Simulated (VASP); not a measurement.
# Rh (I4/mmm) in VASP: notebook, part 2 of 2

VASP 6.6.1. The steps go on from the part before.

**3. Single point, PBE**

This run uses another cell than the first one, of the same volume but with other edges.

INCAR

```
  PREC = Accurate
  ENCUT = 520
  EDIFF = 1E-6
  ISMEAR = 0
  SIGMA = 0.15
  LREAL = False
  LASPH = True
  NELM = 80
  ALGO = Fast
  ISIF = 2
  LWAVE = False
  LCHARG = False
  GGA = PE
  NBANDS = 14
```

KPOINTS

```
regular mesh
0
Gamma
  30 30 30
```

POSCAR

```
Rh
1.0
    0.0000000000      1.9689362656      1.8114213644
    1.9689362656      0.0000000000      1.8114213644
    1.9689362656      1.9689362656      0.0000000000
Rh
1
Direct
    0.0000000000      0.0000000000      0.0000000000
```

Potentials or basis: VASP PAW PBE potentials, release 64 (Rh_pv).

The run is started by

```bash
$ cat potpaw_PBE.64/Rh_pv/POTCAR > POTCAR
$ mpirun -np 1 vasp_std > vasp.out
```

OUTCAR:

```text
PREC = Accurate
   ENCUT = 520
   EDIFF = 1E-6
   ISMEAR = 0
   LREAL = False
   LASPH = True
   NELM = 80
   ISIF = 2
   GGA = PE

 ion  position               nearest neighbor table
   1  0.000  0.000  0.000-

  LATTYP: Found a body centered tetragonal cell.
 ALAT       =     2.7844963703
 C/A-ratio  =     1.3010764774

  Lattice vectors:

 A1 = (   0.0000000000,  -1.9689362656,  -1.8114213644)
 A2 = (   0.0000000000,   1.9689362656,  -1.8114213644)
 A3 = (   1.9689362656,   0.0000000000,   1.8114213644)

Analysis of symmetry for initial positions (statically):
=====================================================================
 Subroutine PRICEL returns:
 Original cell was already a primitive cell.

 Routine SETGRP: Setting up the symmetry group for a
 body centered tetragonal supercell.

 Subroutine GETGRP returns: Found 16 space group operations
 (whereof 16 operations were pure point group operations)
 out of a pool of 16 trial point group operations.

The static configuration has the point symmetry D_4h.

Analysis of symmetry for dynamics (positions and initial velocities):
=====================================================================
 Subroutine PRICEL returns:
 Original cell was already a primitive cell.

 Routine SETGRP: Setting up the symmetry group for a
 body centered tetragonal supercell.

 Subroutine GETGRP returns: Found 16 space group operations
 (whereof 16 operations were pure point group operations)
 out of a pool of 16 trial point group operations.

The dynamic configuration has the point symmetry D_4h.

 Subroutine INISYM returns: Found 16 space group operations
 (whereof 16 operations are pure point group operations),
 and found     1 'primitive' translations

----------------------------------------------------------------------------------------

                                     Primitive cell

[... 114 lines left out ...]
   LHFCALC =     F    Hartree Fock is set to
   AEXX    =    0.0000 exact exchange contribution
   IVDW    =     0    specifies the selected vdW correction
   LEPSILON=     F    determine dielectric tensor
   LRPA    =     F    only Hartree local field effects (RPA)
 non-spin polarized calculation
 RMM-DIIS sequential band-by-band and
 Gauss-broadening in eV      SIGMA  =   0.15
  energy-cutoff  :      520.00
  volume of cell :       14.04
 maximum number of plane-waves:       402
   NGX =  9   NGY =  9   NGZ = 11

 number of electron      15.0000002 magnetization

 Free energy of the ion-electron system (eV)
  ---------------------------------------------------
  ext. energy  EPLUGINS =         0.00000000
  ---------------------------------------------------
  free energy    TOTEN  =        -7.22235836 eV

  energy without entropy =       -7.20658760  energy(sigma->0) =       -7.21447298

 E-fermi :  11.5024     XC(G=0): -13.8924

 val. band max:       11.5018227178   @ k =   0.4000   0.0333   0.1333
 cond. band min:      11.5025259139   @ k =  -0.3000   0.2667   0.1000
 fundamental gap:      0.0007031961
 Fermi energy:        11.5023615802

 k-point     1 :       0.0000    0.0000    0.0000
  band No.  band energies     occupation
      1     -34.8262      2.00000
      2     -34.8262      2.00000
      3     -34.7796      2.00000
      4       3.7165      2.00000
      5       8.3141      2.00000
      6       8.3141      2.00000
      7       9.1207      2.00000
      8      10.0272      2.00000
      9      11.0042      2.00000
     10      27.6501      0.00000
     11      32.0412      0.00000
     12      32.0412      0.00000
     13      32.1385      0.00000
     14      34.6933      0.00000
[... 377 lines left out ...]
      1     -35.1758      2.00000
      2     -34.9055      2.00000
      3     -34.8247      2.00000
      4       5.5864      2.00000
      5       8.4559      2.00000
      6       8.5175      2.00000
      7       9.2918      2.00000
      8      10.7515      2.00000
      9      10.7988      2.00000
     10      26.3014      0.00000
     11      28.9505      0.00000
     12      32.1398      0.00000
     13      34.3367      0.00000
     14      36.6486      0.00000

 [... further k-points ...]

------------------------ aborting loop because EDIFF is reached ----------------------------------------

  FORCE on cell =-STRESS in cart. coord.  units (eV):
  Direction    XX          YY          ZZ          XY          YZ          ZX
  --------------------------------------------------------------------------------------
  -------------------------------------------------------------------------------------
  Total       -0.4109143     -0.4109143      1.0862721      0.0000000      0.0000000      0.0000000
  in kB      -46.8758422    -46.8758422    123.9185796      0.0000000      0.0000000      0.0000000
  external PRESSURE =      10.0556317 kB  Pullay stress =       0.0000000 kB

 VOLUME and BASIS-vectors are now :
 -----------------------------------------------------------------------------
  energy-cutoff  :      520.00
  volume of cell :       14.04
      direct lattice vectors                 reciprocal lattice vectors
     0.000000000  1.968936266  1.811421364    -0.253944228  0.253944228  0.276026335
     1.968936266  0.000000000  1.811421364     0.253944228 -0.253944228  0.276026335
     1.968936266  1.968936266  0.000000000     0.253944228  0.253944228 -0.276026335

 POSITION                                       TOTAL-FORCE (eV/Angst)
 -----------------------------------------------------------------------------------
      0.00000      0.00000      0.00000         0.000000      0.000000      0.000000
 -----------------------------------------------------------------------------------
    total drift:                                0.000000     -0.000000      0.000000

  FREE ENERGIE OF THE ION-ELECTRON SYSTEM (eV)
  ---------------------------------------------------
  free  energy   TOTEN  =        -7.2223583550 eV

  energy  without entropy=       -7.2065876024  energy(sigma->0) =       -7.21447298
```

stdout:

```text
POSCAR found type information on POSCAR Rh
 POSCAR found :  1 types and       1 ions
 scaLAPACK will be used
 LDA part: xc-table for (Slater+PW92), standard interpolation
 POSCAR, INCAR and KPOINTS ok, starting setup
 FFT: planning ... GRIDC
 FFT: planning ... GRID_SOFT
 FFT: planning ... GRID
 WAVECAR not read
 entering main loop
WARNING in EDDRMM: call to ZHEGV failed, returncode =   8  4     13
WARNING in EDDRMM: call to ZHEGV failed, returncode =   8  4     13
WARNING in EDDRMM: call to ZHEGV failed, returncode =   6  3     13
WARNING in EDDRMM: call to ZHEGV failed, returncode =   6  3     13
```

It took 2.8 min on 1 thread of Intel Xeon Platinum 8559C (Emerald Rapids), shared host; peak memory 0.45 GiB.

What came out:

```
Free energy            : -7.2224 eV
Pressure               : 1.0 GPa
Band gap on the k mesh : zero (an odd number of electrons rules out a gap without spin polarisation)
```

Levels at points of the mesh, in eV from the Fermi level:
```tsv
k point	band 5	band 6	band 7	band 8	band 9	band 10
(0.00, 0.00, 0.00)	-3.19	-3.19	-2.38	-1.48	-0.50	16.15
(0.50, 0.00, 0.00)	-3.48	-2.54	0.33	0.80	0.80	8.49
(0.50, 0.50, 0.00)	-5.80	0.52	1.00	1.00	4.49	12.22
(0.50, 0.00, 0.50)	-5.66	0.49	0.59	1.26	2.69	11.27
```

Caveat: the stress differs along the axes, from -5 to 12 GPa.

**4. Single point, PBE**

This run uses another cell than the first one, of the same volume but with other edges.

INCAR

```
PREC = Accurate ; ENCUT = 520
EDIFF = 1E-6 ; ISMEAR = 0
SIGMA = 0.15 ; LREAL = F
LASPH = T ; NELM = 60
ALGO = Fast ; ISIF = 2
LWAVE = F ; LCHARG = F
GGA = PE ; NBANDS = 14
```

KPOINTS is that of step 3.

POSCAR

```
Rh
1.0
    0.0000000000      1.8550831144      2.0405914258
    1.8550831144      0.0000000000      2.0405914258
    1.8550831144      1.8550831144      0.0000000000
Rh
1
Direct
    0.0000000000      0.0000000000      0.0000000000
```

The run is started by

```bash
$ cat potpaw_PBE.64/Rh_pv/POTCAR > POTCAR
$ mpirun -np 1 vasp_std > vasp.out
```

Run time: 2.3 min. Hardware: 1 thread of Intel Xeon Platinum 8559C (Emerald Rapids), shared host; peak memory 0.45 GiB.

It converged, with:

```
Free energy            : -7.2027 eV
Pressure               : 1.6 GPa
Band gap on the k mesh : zero (an odd number of electrons rules out a gap without spin polarisation)
```

Stress tensor (GPa, compression positive):
```
  9.19   0.00   0.00
  0.00   9.19   0.00
  0.00   0.00 -13.60
```

Levels at points of the mesh, in eV from the Fermi level:
```tsv
k point	band 4	band 5	band 6	band 7	band 8	band 9	band 10	band 11
(0.00, 0.00, 0.00)	-7.79	-3.63	-2.56	-2.56	-1.63	-0.36	16.17	19.62
(0.50, 0.00, 0.00)	-5.93	-3.51	-2.52	0.35	0.77	0.80	8.50	15.29
(0.50, 0.50, 0.00)	-6.08	-5.73	0.63	0.90	0.90	2.00	10.32	14.41
(0.50, 0.00, 0.50)	-6.12	-5.70	0.43	0.49	1.45	3.95	12.26	12.91
```

Caveat: the stress differs along the axes, from -14 to 9 GPa.

**5. Single point, PBE**

This run uses another cell than the first one, of the same volume but with other edges.

INCAR

```
PREC     = Accurate       # precision mode
ENCUT    = 520            # plane-wave cutoff, eV
EDIFF    = 1E-6           # SCF threshold, eV
ISMEAR   = 0              # smearing method
SIGMA    = 0.15           # smearing width, eV
LREAL    = F              # projectors in reciprocal space
LASPH    = T              # aspherical terms in the spheres
NELM     = 100            # most SCF steps
ALGO     = Fast           # electronic algorithm
ISIF     = 2              # what is computed and relaxed
LWAVE    = F              # write WAVECAR
LCHARG   = T              # write CHGCAR
GGA      = PE             # functional
LELF     = T              # ELF
LVHAR    = T            
NBANDS   = 14             # bands
```

KPOINTS

```
Automatic mesh
0
Gamma
  30 30 30
```

POSCAR

```
Rh
1.0
    0.0000000000      2.2106660848      1.4369329551
    2.2106660848      0.0000000000      1.4369329551
    2.2106660848      2.2106660848      0.0000000000
Rh
1
Direct
    0.0000000000      0.0000000000      0.0000000000
```

The run is started by

```bash
$ cat potpaw_PBE.64/Rh_pv/POTCAR > POTCAR
$ mpirun -np 1 vasp_std > vasp.out
```

It took 3.1 min on 1 thread of Intel Xeon Platinum 8559C (Emerald Rapids), shared host; peak memory 0.44 GiB.

It converged, with:

| Property | Result |
| --- | --- |
| Free energy | -6.9618 eV |
| Pressure | 6.5 GPa |
| Band gap on the k mesh | zero (an odd number of electrons rules out a gap without spin polarisation) |

Stress tensor (GPa, compression positive):
```
12.43  0.00  0.00
 0.00 12.43  0.00
 0.00  0.00 -5.30
```

Levels at points of the mesh, in eV from the Fermi level:
```csv
k point,band 5,band 6,band 7,band 8,band 9,band 10
"(0.00, 0.00, 0.00)",-3.31,-2.61,-2.61,-1.09,0.01,17.92
"(0.50, 0.00, 0.00)",-4.62,-0.49,0.27,1.58,1.59,9.67
"(0.50, 0.50, 0.00)",-5.78,0.98,0.98,1.29,8.60,8.60
"(0.50, 0.00, 0.50)",-3.82,-1.19,-0.31,0.95,1.45,8.72
```

Caveat: the stress differs along the axes, from -5 to 12 GPa.

**6. Single point, PBE**

This run uses another cell than the first one, of the same volume but with other edges.

INCAR

```
ALGO = Fast
EDIFF = 1E-7
ENCUT = 520
GGA = PE
ISIF = 2
ISMEAR = 0
LASPH = True
LCHARG = False
LREAL = False
LWAVE = False
NBANDS = 14
NELM = 80
PREC = Accurate
SIGMA = 0.15
```

KPOINTS

```
k-points
0
Gamma
  30 30 30
```

POSCAR

```
Rh
1.0
    0.0000000000      1.6728763741      2.5093145612
    1.6728763741      0.0000000000      2.5093145612
    1.6728763741      1.6728763741      0.0000000000
Rh
1
Direct
    0.0000000000      0.0000000000      0.0000000000
```

Potentials or basis: VASP PAW PBE potentials, release 64 (Rh_pv).

The run is started by

```bash
$ cat potpaw_PBE.64/Rh_pv/POTCAR > POTCAR
$ mpirun -np 1 vasp_std > vasp.out
```

OUTCAR:

```text
EDIFF = 1E-7
   ENCUT = 520
   GGA = PE
   ISIF = 2
   ISMEAR = 0
   LASPH = True
   LREAL = False
   NELM = 80
   PREC = Accurate

 ion  position               nearest neighbor table
   1  0.000  0.000  0.000-

  LATTYP: Found a body centered tetragonal cell.
 ALAT       =     2.3658044564
 C/A-ratio  =     2.1213203436

  Lattice vectors:

 A1 = (  -1.6728763741,   0.0000000000,   2.5093145612)
 A2 = (   1.6728763741,   0.0000000000,   2.5093145612)
 A3 = (   0.0000000000,   1.6728763741,  -2.5093145612)

Analysis of symmetry for initial positions (statically):
=====================================================================
 Subroutine PRICEL returns:
 Original cell was already a primitive cell.

 Routine SETGRP: Setting up the symmetry group for a
 body centered tetragonal supercell.

 Subroutine GETGRP returns: Found 16 space group operations
 (whereof 16 operations were pure point group operations)
 out of a pool of 16 trial point group operations.

The static configuration has the point symmetry D_4h.

Analysis of symmetry for dynamics (positions and initial velocities):
=====================================================================
[... 171 lines left out ...]
      6       7.4339      2.00000
      7      10.8345      2.00000
      8      10.8345      2.00000
      9      12.8653      0.00000
     10      26.2233      0.00000
     11      30.0309      0.00000
     12      32.5129      0.00000
     13      36.5578      0.00000
     14      36.5578      0.00000
[... 377 lines left out ...]
      1     -35.1489      2.00000
      2     -34.7636      2.00000
      3     -34.4862      2.00000
      4       5.4955      2.00000
      5       6.9332      2.00000
      6       8.3759      2.00000
      7      10.0117      2.00000
      8      11.2383      1.99869
      9      11.7161      0.19643
     10      26.4536      0.00000
     11      27.6167      0.00000
     12      32.4925      0.00000
     13      32.6322      0.00000
     14      34.8032      0.00000

 [... further k-points ...]

------------------------ aborting loop because EDIFF is reached ----------------------------------------

  FORCE on cell =-STRESS in cart. coord.  units (eV):
  Direction    XX          YY          ZZ          XY          YZ          ZX
  --------------------------------------------------------------------------------------
  -------------------------------------------------------------------------------------
  Total        5.0474129      5.0474129     -1.9369569      0.0000000     -0.0000000     -0.0000000
  in kB      575.7933111    575.7933111   -220.9620749      0.0000000     -0.0000000     -0.0000000
  external PRESSURE =     310.2081824 kB  Pullay stress =       0.0000000 kB

 VOLUME and BASIS-vectors are now :
 -----------------------------------------------------------------------------
  energy-cutoff  :      520.00
  volume of cell :       14.04
      direct lattice vectors                 reciprocal lattice vectors
     0.000000000  1.672876374  2.509314561    -0.298886402  0.298886402  0.199257601
     1.672876374  0.000000000  2.509314561     0.298886402 -0.298886402  0.199257601
     1.672876374  1.672876374  0.000000000     0.298886402  0.298886402 -0.199257601

 POSITION                                       TOTAL-FORCE (eV/Angst)
 -----------------------------------------------------------------------------------
      0.00000      0.00000      0.00000         0.000000      0.000000      0.000000
 -----------------------------------------------------------------------------------
    total drift:                                0.000000      0.000000     -0.000000

  FREE ENERGIE OF THE ION-ELECTRON SYSTEM (eV)
  ---------------------------------------------------
  free  energy   TOTEN  =        -6.2923890214 eV

  energy  without entropy=       -6.2742032157  energy(sigma->0) =       -6.28329612
```

OSZICAR:

```text
N       E                     dE             d eps       ncg     rms          rms(c)
DAV:   1     0.122215512817E+03    0.12222E+03   -0.88046E+03 56012   0.114E+03
DAV:   2    -0.500643745553E+01   -0.12722E+03   -0.12133E+03 61482   0.341E+02
DAV:   3    -0.659520665965E+01   -0.15888E+01   -0.15853E+01 68574   0.422E+01
DAV:   4    -0.660150543632E+01   -0.62988E-02   -0.62983E-02 63906   0.271E+00
DAV:   5    -0.660156381886E+01   -0.58383E-04   -0.58379E-04 67620   0.231E-01    0.116E+01
RMM:   6    -0.630787711541E+01    0.29369E+00   -0.45529E-01 59525   0.664E+00    0.531E+00
RMM:   7    -0.629475041091E+01    0.13127E-01   -0.20039E-02 62412   0.152E+00    0.227E+00
RMM:   8    -0.629244601585E+01    0.23044E-02   -0.38910E-03 66063   0.710E-01    0.107E-01
RMM:   9    -0.629238318952E+01    0.62826E-04   -0.33454E-04 68240   0.218E-01    0.281E-02
RMM:  10    -0.629238957230E+01   -0.63828E-05   -0.49119E-05 69371   0.963E-02    0.564E-03
RMM:  11    -0.629238872517E+01    0.84713E-06   -0.98503E-06 69020   0.426E-02    0.451E-03
RMM:  12    -0.629238894573E+01   -0.22056E-06   -0.26256E-06 69295   0.223E-02    0.637E-04
RMM:  13    -0.629238902141E+01   -0.75685E-07   -0.67455E-07 55925   0.106E-02
   1 F= -.62923890E+01 E0= -.62832961E+01  d E =-.181858E-01
```

Wall time 2.6 min (1 thread of Intel Xeon Platinum 8559C (Emerald Rapids), shared host); peak memory 0.44 GiB.

Results:

```yaml
Free_energy: -6.2924 eV
Pressure: 31.0 GPa
Band_gap_on_the_k_mesh: zero (an odd number of electrons rules out a gap without spin polarisation)
```

Stress tensor (GPa, compression positive):
```
 57.58   0.00   0.00
  0.00  57.58   0.00
  0.00   0.00 -22.10
```

Caveat: the stress differs along the axes, from -22 to 58 GPa.

**7. Summary**

```tsv
cell	further INCAR settings	gap on the mesh (eV)	pressure (GPa)
a = 2.878, b = 2.878, c = 2.481 Å, angles 64.5, 64.5, 51.1°, 1 atom	ALGO = Fast; EDIFF = 1e-07; NBANDS = 14	none	12.2
a = 2.675, b = 2.675, c = 2.784 Å, angles 58.6, 58.6, 62.7°, 1 atom	ALGO = Fast; EDIFF = 1e-06; NBANDS = 14	none	1.0
a = 2.758, b = 2.758, c = 2.623 Å, angles 61.6, 61.6, 56.8°, 1 atom	ALGO = Fast; EDIFF = 1e-06; NBANDS = 14	none	1.6
a = 2.637, b = 2.637, c = 3.126 Å, angles 53.6, 53.6, 72.7°, 1 atom	ALGO = Fast; EDIFF = 1e-06; NBANDS = 14	none	6.5
a = 3.016, b = 3.016, c = 2.366 Å, angles 66.9, 66.9, 46.2°, 1 atom	ALGO = Fast; EDIFF = 1e-07; NBANDS = 14	none	31.0
```

Alike in all rows: task single point; level PBE; potentials or basis VASP PAW PBE potentials, release 64 (Rh_pv); no spin polarisation; k mesh 30 × 30 × 30; cutoff (eV) 520; smearing gaussian 0.15 eV.

Caveats: the stress differs along the axes, from -5 to 12 GPa (at least some runs); the stress differs along the axes, from -22 to 29 GPa (at least some runs); the stress differs along the axes, from -14 to 9 GPa (at least some runs); the stress differs along the axes, from -22 to 58 GPa (at least some runs).

Total energies depend on the potentials used, so only differences within one code and one set of settings carry meaning.
